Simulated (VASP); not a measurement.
Runs of VASP 6.6.1 on NaCl. The structure is that of space group Pm-3m (No. 221), or close to it. The cells are those of the table. 

```csv
level,cell,smearing,gap on the mesh (eV),pressure (GPa)
r2SCAN,"a = 3.499, b = 3.499, c = 3.460 Å, 2 atoms",gaussian 0.01 eV,(b),-0.9
r2SCAN,"a = 3.288, b = 3.288, c = 3.474 Å, 2 atoms",gaussian 0.01 eV,5.14,3.3
PBE,"a = 3.499, b = 3.499, c = 3.460 Å, 2 atoms",fermi-dirac 0.02 eV,(a),0.4
PBE,"a = 3.288, b = 3.288, c = 3.474 Å, 2 atoms",fermi-dirac 0.02 eV,4.28,(c)
```

Alike in all rows: task single point; potentials or basis VASP PAW PBE potentials, release 64 (Na_pv, Cl); no spin polarisation; k mesh 8 × 8 × 8; cutoff (eV) 520.

Problem. Fill in the values left out.

Solution. (a) 3.98; (b) 4.81; (c) 5.0.

Caveats: the PAW data sets were made with another functional, which shifts forces and pressure a little (some runs).

A k mesh can miss the band edges.
